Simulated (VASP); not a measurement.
# B4PdRu2 in VASP: further runs, part 2 of 2

VASP 6.6.1.

## (4) Single point, PBE

Contents of INCAR:

```
PREC = Accurate
ENCUT = 520
EDIFF = 1E-6
ISMEAR = 0
SIGMA = 0.2
LREAL = F
LASPH = T
NELM = 80
ALGO = Normal
ISIF = 2
LWAVE = F
LCHARG = F
GGA = PE
NBANDS = 34
```

Contents of KPOINTS:

```
Automatic mesh
0
Gamma
  12 12 2
```

Contents of POSCAR:

```
B4PdRu2
1.0
    2.8955468790     -0.0000726194      0.0000027615
   -1.4478357620      2.5075127269     -0.0000223398
   -0.0000147026     -0.0002415998      9.5934297117
B Ru Pd
4 2 1
Direct
    0.3333366704      0.6666686145      0.5435011380
    0.6666735799      0.3333592366      0.6104489257
    0.6666921416      0.3333424989      0.1531910047
    0.3333558515      0.6666633098      0.2328728229
    0.6666704006      0.3333470224      0.3833305117
    0.3333732164      0.6666546163      0.0143668656
   -0.0001018603     -0.0000352986      0.7652887313
```

Potentials or basis: VASP PAW PBE potentials, release 64 (B, Ru_pv, Pd).

Started as:

```console
$ cat potpaw_PBE.64/B/POTCAR potpaw_PBE.64/Ru_pv/POTCAR potpaw_PBE.64/Pd/POTCAR > POTCAR
$ mpirun -np 1 vasp_std > vasp.out
```

OUTCAR:

```text
PREC = Accurate
   ENCUT = 520
   EDIFF = 1E-6
   ISMEAR = 0
   LREAL = F
   LASPH = T
   NELM = 80
   ISIF = 2
   GGA = PE

 ion  position               nearest neighbor table
   1  0.333  0.667  0.544-   2 1.79   2 1.79   2 1.79   5 2.27   5 2.27   5 2.27   7 2.71   7 2.71
                             7 2.71
   2  0.667  0.333  0.610-   1 1.79   1 1.79   1 1.79   5 2.18   7 2.24   7 2.24   7 2.24
   3  0.667  0.333  0.153-   4 1.84   4 1.84   4 1.84   6 2.14   6 2.14   6 2.14   5 2.21
   4  0.333  0.667  0.233-   3 1.84   3 1.84   3 1.84   6 2.10   5 2.21   5 2.21   5 2.21
   5  0.667  0.333  0.383-   2 2.18   3 2.21   4 2.21   4 2.21   4 2.21   1 2.27   1 2.27   1 2.27

   6  0.333  0.667  0.014-   4 2.10   3 2.14   3 2.14   3 2.14   7 2.92   7 2.92   7 2.92
   7  1.000  1.000  0.765-   2 2.24   2 2.24   2 2.24   1 2.71   1 2.71   1 2.71   6 2.92   6 2.92
                             6 2.92

  LATTYP: Found a base centered monoclinic cell.
 ALAT       =    19.8315324768
 B/A-ratio  =     0.1460042288
 C/A-ratio  =     0.4837462625
 COS(beta)  =    -0.9674968927

  Lattice vectors:

 A1 = (   2.8955615816,   0.0001689804,  -9.5934269502)
 A2 = (   1.4477258196,   2.5076817073,  -9.5934492900)
 A3 = (  -0.0000147026,  -0.0002415998,   9.5934297117)

Analysis of symmetry for initial positions (statically):
=====================================================================
 Subroutine PRICEL returns:
 Original cell was already a primitive cell.

 Routine SETGRP: Setting up the symmetry group for a
 base centered monoclinic supercell.

 Subroutine GETGRP returns: Found  1 space group operations
 (whereof  1 operations were pure point group operations)
 out of a pool of  4 trial point group operations.

The static configuration has the point symmetry C_1 .

Analysis of symmetry for dynamics (positions and initial velocities):
=====================================================================
 Subroutine PRICEL returns:
 Original cell was already a primitive cell.

 Routine SETGRP: Setting up the symmetry group for a
 base centered monoclinic supercell.

 Subroutine GETGRP returns: Found  1 space group operations
 (whereof  1 operations were pure point group operations)
 out of a pool of  4 trial point group operations.

The dynamic configuration has the point symmetry C_1 .

 Subroutine INISYM returns: Found  1 space group operations
 (whereof  1 operations are pure point group operations),
 and found     1 'primitive' translations

----------------------------------------------------------------------------------------

                                     Primitive cell

  volume of cell :      69.6532

  direct lattice vectors                    reciprocal lattice vectors
     2.895546879 -0.000072619  0.000002762     0.345362905  0.199412254  0.000005551
    -1.447835762  2.507512727 -0.000022340     0.000010002  0.398807340  0.000010044
    -0.000014703 -0.000241600  9.593429712    -0.000000099  0.000000871  0.104238008

  length of vectors
     2.895546880  2.895487605  9.593429715     0.398799176  0.398807341  0.104238008

  position of ions in fractional coordinates (direct lattice)
     0.333336670  0.666668614  0.543501138
     0.666673580  0.333359237  0.610448926
     0.666692142  0.333342499  0.153191005
     0.333355852  0.666663310  0.232872823
[... 41 lines left out ...]
            Coordinates               Weight
  0.000000  0.000000  0.000000      1.000000
  0.083333  0.000000 -0.000000      2.000000
  0.166667 -0.000000  0.000000      2.000000
  0.250000 -0.000000  0.000000      2.000000
  0.333333 -0.000000  0.000000      2.000000
  0.416667 -0.000000 -0.000000      2.000000
[... 16 lines left out ...]
  0.250000  0.166667  0.000000      2.000000
  0.333333  0.166667  0.000000      2.000000
 [... further k-points ...]
   k-points           NKPTS =    148   k-points in BZ     NKDIM =    148   number of bands    NBANDS=     34
   number of dos      NEDOS =    301   number of ions     NIONS =      7
   total plane-waves  NPLWV =  41472
   dimension x,y,z NGX =    24 NGY =   24 NGZ =   72
   dimension x,y,z NGXF=    48 NGYF=   48 NGZF=  144
   ions per type =               4   2   1
   NGX,Y,Z   is equivalent  to a cutoff of  13.78, 13.78, 12.48 a.u.
   NGXF,Y,Z  is equivalent  to a cutoff of  27.56, 27.56, 24.95 a.u.
 SYSTEM =  unknown system
   PREC   = accura    normal or accurate (medium, high low for compatibility)
   ISTART =      0    job   : 0-new  1-cont  2-samecut
   ICHARG =      2    charge: 1-file 2-atom 10-const
   ISPIN  =      1    spin polarized calculation?
   LNONCOLLINEAR =      F non collinear calculations
   LSORBIT =      F    spin-orbit coupling
   LASPH  =      T    aspherical Exc in radial PAW
   ENCUT  =  520.0 eV  38.22 Ry    6.18 a.u.   5.38  5.38 17.84*2*pi/ulx,y,z
   NELM   =     80;   NELMIN=  2; NELMDL= -5     # of ELM steps
   EDIFF  = 0.1E-05   stopping-criterion for ELM
   LREAL  =      F    real-space projection
   EDIFFG = 0.1E-04   stopping-criterion for IOM
   NSW    =      0    number of steps for IOM
   IBRION =     -1    ionic relax: 0-MD 1-quasi-New 2-CG
   NFREE  =      0    steps in history (QN), initial steepest desc. (CG)
   ISIF   =      2    stress and relaxation
   ISYM   =      2    0-nonsym 1-usesym 2-fastsym
   POTIM  = 0.5000    time-step for ionic-motion
   TEBEG  =    0.0;   TEEND  =   0.0 temperature during run
   PSTRESS=    0.0 pullay stress
   NELECT =      50.0000    total number of electrons
   NUPDOWN=      -1.0000    fix difference up-down
   EMIN   =  10.00;   EMAX   =-10.00  energy-range for DOS
   EFERMI =   0.00;   METHOD = LEGACY
   ISMEAR =     0;   SIGMA  =   0.20  broadening in eV -4-tet -1-fermi 0-gaus
   EFERMI_NEDOS =   21; number of points for ismear=-14 and -15
   IALGO  =     38    algorithm
   IMIX   =      4    mixing-type and parameters
     AMIX     =   0.40;   BMIX     =  1.00
     AMIX_MAG =   1.60;   BMIX_MAG =  1.00
  volume/ion in A,a.u.               =       9.95        67.15
  Fermi-wavevector in a.u.,A,eV,Ry     =   1.465833  2.770022 29.234366  2.148665
  Thomas-Fermi vector in A             =   2.581642
   LORBIT       =      0    0 simple, 1 ext, 2 COOP (PROOUT), +10 PAW based schemes
   GGA     = PE    functional components
   LHFCALC =     F    Hartree Fock is set to
   AEXX    =    0.0000 exact exchange contribution
   IVDW    =     0    specifies the selected vdW correction
   LEPSILON=     F    determine dielectric tensor
   LRPA    =     F    only Hartree local field effects (RPA)
 non-spin polarized calculation
 Gauss-broadening in eV      SIGMA  =   0.20
  energy-cutoff  :      520.00
  volume of cell :       69.65
 maximum number of plane-waves:      1919
 NGX is ok and might be reduce to    24
   NGX = 11   NGY = 11   NGZ = 35

 number of electron      50.0000002 magnetization

 Free energy of the ion-electron system (eV)
  ---------------------------------------------------
  ext. energy  EPLUGINS =         0.00000000
  ---------------------------------------------------
  free energy    TOTEN  =       -51.25021377 eV

  energy without entropy =      -51.19710787  energy(sigma->0) =      -51.22366082

 E-fermi :   9.9960     XC(G=0): -13.0693

 val. band max:        9.9753735120   @ k =   0.5000   0.5000   0.5000
 cond. band min:       9.9996835825   @ k =  -0.1667   0.3333   0.5000
 fundamental gap:      0.0243100705
 Fermi energy:         9.9960079939

 k-point     1 :       0.0000    0.0000    0.0000
  band No.  band energies     occupation
      1     -33.8307      2.00000
      2     -33.2142      2.00000
      3     -33.2141      2.00000
      4     -33.0546      2.00000
      5     -32.6286      2.00000
      6     -32.6285      2.00000
[... 877 lines left out ...]
     33      17.1340      0.00000
     34      18.7317      0.00000

 [... further k-points ...]
[... 5 lines left out ...]
  --------------------------------------------------------------------------------------
  -------------------------------------------------------------------------------------
  Total       -0.0037163      0.0035986      0.0330710      0.0022897      0.0027651      0.0009746
  in kB       -0.0854826      0.0827749      0.7607061      0.0526693      0.0636030      0.0224176
  external PRESSURE =       0.2526661 kB  Pullay stress =       0.0000000 kB

 VOLUME and BASIS-vectors are now :
 -----------------------------------------------------------------------------
  energy-cutoff  :      520.00
  volume of cell :       69.65
      direct lattice vectors                 reciprocal lattice vectors
     2.895546879 -0.000072619  0.000002762     0.345362905  0.199412254  0.000005551
    -1.447835762  2.507512727 -0.000022340     0.000010002  0.398807340  0.000010044
    -0.000014703 -0.000241600  9.593429712    -0.000000099  0.000000871  0.104238008

 POSITION                                       TOTAL-FORCE (eV/Angst)
 -----------------------------------------------------------------------------------
     -0.00004      1.67152      5.21403         0.000257      0.000301      0.005221
      1.44773      0.83571      5.85629        -0.000564     -0.000599     -0.008139
      1.44781      0.83578      1.46962        -0.000051      0.000061      0.014474
      0.00003      1.67159      2.23404        -0.000060      0.000010      0.010813
      1.44774      0.83573      3.67745         0.000413     -0.000134      0.000710
      0.00009      1.67162      0.13781        -0.000485     -0.000176     -0.033730
      1.44746      2.50717      7.34172         0.000489      0.000536      0.010649
 -----------------------------------------------------------------------------------
    total drift:                                0.000004      0.000001     -0.000038

  FREE ENERGIE OF THE ION-ELECTRON SYSTEM (eV)
  ---------------------------------------------------
  free  energy   TOTEN  =       -51.2502137744 eV

  energy  without entropy=      -51.1971078743  energy(sigma->0) =      -51.22366082
```

stdout:

```text
POSCAR found type information on POSCAR B RuPd
 POSCAR found :  3 types and       7 ions
 scaLAPACK will be used
 -----------------------------------------------------------------------------
|                                                                             |
|           W    W    AA    RRRRR   N    N  II  N    N   GGGG   !!!           |
|           W    W   A  A   R    R  NN   N  II  NN   N  G    G  !!!           |
[... 18 lines left out ...]
 -----------------------------------------------------------------------------

 LDA part: xc-table for (Slater+PW92), standard interpolation
 POSCAR, INCAR and KPOINTS ok, starting setup
 FFT: planning ... GRIDC
 FFT: planning ... GRID_SOFT
 FFT: planning ... GRID
 WAVECAR not read
 entering main loop
```

It took 5.8 min on 1 thread of Intel Xeon 6975P-C, shared host; peak memory 0.43 GiB.

What came out:

```
Free energy            : -51.2502 eV
Pressure               : 0.0 GPa
Largest force          : 0.034 eV/Å
Band gap on the k mesh : zero (band 25 reaches 10.71 eV, above the bottom of band 26 at 8.89 eV)
```

Forces on the atoms (eV/Å):
```
B    0.000  0.000  0.005
B   -0.001 -0.001 -0.008
B    0.000  0.000  0.014
B    0.000  0.000  0.011
Ru   0.000  0.000  0.001
Ru   0.000  0.000 -0.034
Pd   0.000  0.001  0.011
```

## (5) The runs side by side

| cell | k mesh | smearing | gap on the mesh (eV) | pressure (GPa) | largest force (eV/Å) |
| --- | --- | --- | --- | --- | --- |
| a = 2.894, b = 2.894, c = 9.610 Å, angles 90.0, 90.0, 120.0°, 7 atoms | 12 × 12 × 4 | gaussian 0.1 eV | none | 0.0 | 0.04 |
| a = 2.984, b = 2.984, c = 9.945 Å, angles 90.0, 90.0, 120.0°, 7 atoms | 12 × 12 × 4 | gaussian 0.1 eV | none | -16.4 | 0.02 |
| a = 2.896, b = 2.895, c = 9.593 Å, angles 90.0, 90.0, 120.0°, 7 atoms | 12 × 12 × 2 | gaussian 0.2 eV | none | 0.0 | 0.03 |

Alike in all rows: task single point; level PBE; potentials or basis VASP PAW PBE potentials, release 64 (B, Ru_pv, Pd); no spin polarisation; cutoff (eV) 520.

Absolute energies hang on the potentials; compare differences alone.
